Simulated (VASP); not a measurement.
A run of VASP 6.6.1 is set up as follows.

Contents of INCAR:

```
  PREC = Accurate
  ENCUT = 600
  EDIFF = 1E-6
  ISMEAR = 0
  SIGMA = 0.02
  LREAL = False
  LASPH = True
  NELM = 120
  ALGO = Normal
  ISIF = 2
  LWAVE = False
  LCHARG = False
  GGA = PS
  NBANDS = 11
  GGA_COMPAT = False
```

KPOINTS

```
Automatic mesh
0
Gamma
  10 10 10
```

POSCAR

```
AlN
1.0
    0.0000000000      2.1886939412      2.1886939412
    2.1886939412      0.0000000000      2.1886939412
    2.1886939412      2.1886939412      0.0000000000
Al N
1 1
Direct
    0.0000000000      0.0000000000      0.0000000000
    0.2500000000      0.2500000000      0.2500000000
```

Potentials or basis: VASP PAW PBE potentials, release 64 (Al, N).

Run with:

```console
$ cat potpaw_PBE.64/Al/POTCAR potpaw_PBE.64/N/POTCAR > POTCAR
$ mpirun -np 1 vasp_std > vasp.out
```

Problem. Estimate the pressure.

Solution. -0.1 GPa.

Problem. What does it give for the band gap on the k mesh?

Solution. 3.18 eV (least direct gap 4.08 eV).

Caveat: the PAW data sets were made with another functional, which shifts forces and pressure a little. A k mesh can miss the band edges.
